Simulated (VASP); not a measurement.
A run of VASP 6.6.1:

The input INCAR:

```
SYSTEM = AlN
PREC = Accurate
ENCUT = 600
EDIFF = 1E-6
ISMEAR = -1
SIGMA = 0.05
LREAL = .False.
LASPH = .True.
NELM = 120
ALGO = Normal
ISIF = 2
LWAVE = .False.
LCHARG = .False.
GGA = PE
NBANDS = 11
GGA_COMPAT = .False.
```

The input KPOINTS:

```
Automatic mesh
0
Gamma
  10 10 10
  0 0 0
```

File POSCAR:

```
AlN
1.0
    0.0000000000      2.2290290927      2.0966338172
    2.2290290927      0.0000000000      2.0966338172
    2.2290290927      2.2290290927      0.0000000000
Al N
1 1
Direct
    0.0000000000      0.0000000000      0.0000000000
    0.2500000000      0.2500000000      0.2500000000
```

Potentials or basis: VASP PAW PBE potentials, release 64 (Al, N).

Launch:

```sh
$ cat potpaw_PBE.64/Al/POTCAR potpaw_PBE.64/N/POTCAR > POTCAR
$ mpirun -np 1 vasp_std > vasp.out
```

Hardware: 1 thread of Intel(R) Xeon(R) Platinum 8559C (Emerald Rapids), with other jobs on the host.

Problem. Estimate the wall time of this run.

Solution. It took 10 s on 1 thread of Intel(R) Xeon(R) Platinum 8559C (Emerald Rapids), on a shared host, peak memory 0.16 GiB. Counts: scf iterations 12, k points 102.
